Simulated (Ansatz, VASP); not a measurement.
NiO in VASP and in Ansatz

Contents of INCAR:

```
SYSTEM = NiO
  PREC = Accurate
  ENCUT = 520
  EDIFF = 1E-6
  ISMEAR = 0
  SIGMA = 0.1
  LREAL = .False.
  LASPH = .True.
  NELM = 150
  ALGO = Normal
  ISIF = 2
  LWAVE = .False.
  LCHARG = .False.
  ISPIN = 2
  MAGMOM = 1.6 0.32
  LORBIT = 11
  LMAXMIX = 4
  GGA = PE
  NBANDS = 19
```

The input KPOINTS:

```
regular mesh
0
Gamma
  18 18 18
  0 0 0
```

File POSCAR:

```
NiO
1.0
    0.0000000000      2.0868798996      2.0868798996
    2.0868798996      0.0000000000      2.0868798996
    2.0868798996      2.0868798996      0.0000000000
Ni O
1 1
Direct
    0.0000000000      0.0000000000      0.0000000000
    0.5000000000      0.5000000000      0.5000000000
```

Input for Ansatz:

```yaml
crystal:
  lattice:
    - [0.0, 2.0868798996, 2.0868798996]
    - [2.0868798996, 0.0, 2.0868798996]
    - [2.0868798996, 2.0868798996, 0.0]
  atoms:
    - { symbol: Ni, position: [0.0, 0.0, 0.0], spin: 1.6 }
    - { symbol: O, position: [0.5, 0.5, 0.5], spin: 0.32 }
basis:
  ecutwfc: 420
kpoints:
  mp_grid: { grid: [18, 18, 18] }
hamiltonian:
  xc: pbe
scf:
  occupations: { method: gaussian, width: 0.1 }
output:
  forces: true
  stress: true
  eigenvalues: true
  populations: true
magnetization:
  spin_polarized: true
```

Alike in both runs: task single point; functional PBE; k mesh 18 × 18 × 18; occupations gaussian, width 0.1 eV; collinear spin.

|  | VASP | Ansatz |
| --- | --- | --- |
| version | VASP 6.6.1 | Ansatz 0.2.0 |
| potentials or method | VASP PAW PBE potentials, release 64 (Ni, O), cutoff 520 eV | scalar-relativistic, plane waves, PAW |
| valence electrons in the cell | 16 | 24 |

```csv
,VASP,Ansatz,Ansatz less VASP
gap on the k mesh at the Fermi level (eV),none,none,-
pressure (GPa),4.8,5.3,+0.50
net moment per atom (μB),0.84,0.86,+0.020
size of the moment on the site where the two differ most (μB),0.25,0.27,+0.023
```

Site moments also hang on the region over which each program counts them. A gap of «none» marks a metal or a gap that the smearing closes. VASP's potentials hold 16 valence electrons a cell and Ansatz's 24, so a difference there can come from the potentials and not from the codes.
